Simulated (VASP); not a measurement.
Write the native input for VASP 6.6.1 that does the following.

```
Task                   : single point
Functional             : PBE
Potentials or basis    : VASP PAW PBE potentials, release 64 (S)
Cutoff                 : 520 eV
k mesh                 : 8 × 8 × 8
Occupations            : methfessel-paxton, width 0.1 eV
Spin                   : no spin polarisation
Dipole correction      : no
Further INCAR settings : ALGO = Normal; EDIFF = 1e-07; NBANDS = 9
```

The structure of S lies in POSCAR:

```
S
1.0
    0.0000000000      1.9943503400      1.9943503400
    1.9943503400      0.0000000000      1.9943503400
    1.9943503400      1.9943503400      0.0000000000
S
1
Direct
    0.0000000000      0.0000000000      0.0000000000
```

One way to write it, as run:

INCAR

```
PREC = Accurate
ENCUT = 520
EDIFF = 1E-7
ISMEAR = 1
SIGMA = 0.1
LREAL = F
LASPH = T
NELM = 60
ALGO = Normal
ISIF = 2
LWAVE = F
LCHARG = T
GGA = PE
LELF = T
LVHAR = T
NBANDS = 9
```

KPOINTS

```
Automatic mesh
0
Gamma
  8 8 8
```

Potentials or basis: VASP PAW PBE potentials, release 64 (S).

Run with:

```sh
$ cat potpaw_PBE.64/S/POTCAR > POTCAR
$ mpirun -np 1 vasp_std > vasp.out
```

Results of the run:

| Item | Value |
| --- | --- |
| Pressure | 0.1 GPa |
| Band gap on the k mesh | zero (band 3 reaches 10.60 eV, above the bottom of band 4 at 4.90 eV) |

It took 12 s on 1 thread of AMD EPYC 7R13, on a shared host, peak memory 0.1 GiB.
